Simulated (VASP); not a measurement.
Wanted: the native input for a VASP 6.6.1 run.

```yaml
Task: single point
Functional: PBE
Potentials_or_basis: VASP PAW PBE potentials, release 64 (Ti_sv, S)
Cutoff: 520 eV
k_mesh: 9 × 6 × 1
Occupations: gaussian, width 0.1 eV
Spin: no spin polarisation
Dipole_correction: yes
Further_INCAR_settings: ALGO = Normal; EDIFF = 1e-06; NBANDS = 48
```

The structure of Ti6S lies in POSCAR:

```
Ti6S
1.0
    2.8319727860      0.0000000000      0.0000000000
    0.0000000000      4.5793473380      0.0000000000
    0.0000000000      0.0000000000     22.0506909065
Ti S
6 1
Direct
    0.5000000000      0.0000000000      0.1814002118
    0.0000000000      0.5000000000      0.2413504290
    0.5000000000      0.0000000000      0.3013006462
    0.5000000000      0.5000000000      0.3625816208
    0.0000000000      0.0000000000      0.4208167734
    0.5000000000      0.5000000000      0.4784743912
    0.5000000000      0.7000000000      0.5698938818
```

One way to write it, as run:

INCAR

```
SYSTEM = Ti6S
ALGO = Normal ; DIPOL = 0.5 0.5 0.365
EDIFF = 1E-6 ; ENCUT = 520
GGA = PE ; IDIPOL = 3
ISIF = 2 ; ISMEAR = 0
LASPH = .TRUE. ; LCHARG = .TRUE.
LDIPOL = .TRUE. ; LELF = .TRUE.
LREAL = .FALSE. ; LVACPOTAV = .TRUE.
LVHAR = .TRUE. ; LWAVE = .FALSE.
NBANDS = 48 ; NELM = 60
PREC = Accurate ; SIGMA = 0.1
```

KPOINTS

```
k-points
0
G
  9 6 1
  0 0 0
```

Potentials or basis: VASP PAW PBE potentials, release 64 (Ti_sv, S).

Run with:

```bash
$ cat potpaw_PBE.64/Ti_sv/POTCAR potpaw_PBE.64/S/POTCAR > POTCAR
$ mpirun -np 1 vasp_std > vasp.out
```

Results of the run:

```yaml
Largest_force: 0.413 eV/Å
Band_gap_on_the_k_mesh: zero (bands 39 and 40 overlap by 0.32 eV)
```

Wall time 4.4 min on 1 thread of Intel(R) Xeon(R) 6975P-C (Granite Rapids), with other jobs on the host, peak memory 0.47 GiB.
